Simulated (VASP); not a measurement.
Input of a VASP 6.6.1 run:

INCAR

```
SYSTEM = GdRe
ALGO = Normal ; EDIFF = 1E-6
ENCUT = 520 ; GGA = PE
ISIF = 2 ; ISMEAR = 0
ISPIN = 2 ; LASPH = .TRUE.
LCHARG = .TRUE. ; LDAU = .TRUE.
LDAUJ = 0 0 ; LDAUL = 3 -1
LDAUPRINT = 1 ; LDAUTYPE = 2
LDAUU = 6 0 ; LELF = .TRUE.
LMAXMIX = 6 ; LORBIT = 11
LREAL = .FALSE. ; LVHAR = .TRUE.
LWAVE = .FALSE. ; MAGMOM = 7.82 -0.2
NBANDS = 24 ; NELM = 150
PREC = Accurate ; SIGMA = 0.05
```

The input KPOINTS:

```
k-points
0
G
  8 8 8
  0 0 0
```

POSCAR

```
GdRe
1.0
    3.5875454435      0.0000000000      0.0000000000
    0.0000000000      3.5875454435      0.0000000000
    0.0000000000      0.0000000000      3.5875454435
Gd Re
1 1
Direct
    0.0000000000      0.0000000000      0.0000000000
    0.5000000000      0.5000000000      0.5000000000
```

Potentials or basis: VASP PAW PBE potentials, release 64 (Gd, Re).

The run is started by

```console
$ cat potpaw_PBE.64/Gd/POTCAR potpaw_PBE.64/Re/POTCAR > POTCAR
$ mpirun -np 1 vasp_std > vasp.out
```

Task: What does it give for the net moment?

Result: 7.11 μB per cell.

Task: What does it give for the site moments?

Result: Gd +6.93; Re -0.16 μB.

Task: Estimate the pressure.

Result: -9.0 GPa.

Eigenvalues of the final occupation matrices:
```
    site  spin  trace                         eigenvalues
site 1 f     1   6.93  0.99 0.99 0.99 0.99 0.99 0.99 0.99
site 1 f     2   0.03  0.00 0.00 0.00 0.00 0.00 0.00 0.00
```

Caveat: spin-orbit coupling is left out, which moves the levels of the heavy elements. The state reached can hang on the start; a lower one may exist.
